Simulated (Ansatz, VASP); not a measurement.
## SrMn3: VASP beside Ansatz

```
Sr Mn
1.0
     4.12203    0.00000    0.00000
     0.00000    4.12203    0.00000
     0.00000    0.00000    4.12203
Sr Mn
1 3
Cartesian
  0.0000 0.0000 0.0000
  0.0000 2.0610 2.0610
  2.0610 0.0000 2.0610
  2.0610 2.0610 0.0000
```

Alike in both runs: task relaxation of cell and atoms; functional PBE; k mesh 4 × 4 × 4; occupations gaussian, width 0.1 eV; collinear spin.

|  | VASP | Ansatz |
| --- | --- | --- |
| version | VASP 6.6.1 | Ansatz 0.2.0 |
| potentials or method | VASP PAW PBE potentials, release 64 (Sr_sv, Mn_pv), cutoff 600 eV | scalar-relativistic, plane waves, PAW |
| valence electrons in the cell | 49 | 55 |

```csv
,VASP,Ansatz,Ansatz less VASP
"gap on the k mesh at the Fermi level, each at its own relaxed structure (eV)",none,none,-
net moment per atom (μB),2.63,2.64,+0.003
size of the moment on the site where the two differ most (μB),3.45,3.54,+0.086
relaxed volume (Å³/atom),19.50,19.58,+0.076
relaxed length of the cell vector where the two differ most in proportion (Å),4.273,4.278,+0.0056
```

Site moments also hang on the region over which each program counts them. A gap of «none» marks a metal or a gap that the smearing closes. VASP's potentials hold 49 valence electrons a cell and Ansatz's 55, so a difference there can come from the potentials and not from the codes.

The k mesh is coarse, so the values compare programs but aren't converged.
